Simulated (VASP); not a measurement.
Runs of VASP 6.6.1 on Ca. The structure is that of space group I4/mmm (No. 139), or close to it. The cells are those of the table. 

```tsv
cell	gap on the mesh (eV)	pressure (GPa)
a = 3.683, b = 3.832, c = 5.623 Å, 2 atoms	none	0.4
a = 4.030, b = 4.031, c = 5.301 Å, 2 atoms	none	-1.0
a = 3.683, b = 3.684, c = 5.753 Å, 2 atoms	none	0.7
a = 3.683, b = 3.684, c = 5.595 Å, 2 atoms	none	(a)
```

Alike in all rows: task single point; level PBEsol; potentials or basis VASP PAW PBE potentials, release 64 (Ca_sv); no spin polarisation; k mesh 12 × 12 × 8; cutoff (eV) 520; smearing gaussian 0.1 eV.

Problem. Fill in the values left out.

Solution. (a) 1.3.

Caveats: the PAW data sets were made with another functional, which shifts forces and pressure a little.

A gap of «none» marks levels without a gap at the run's occupations.
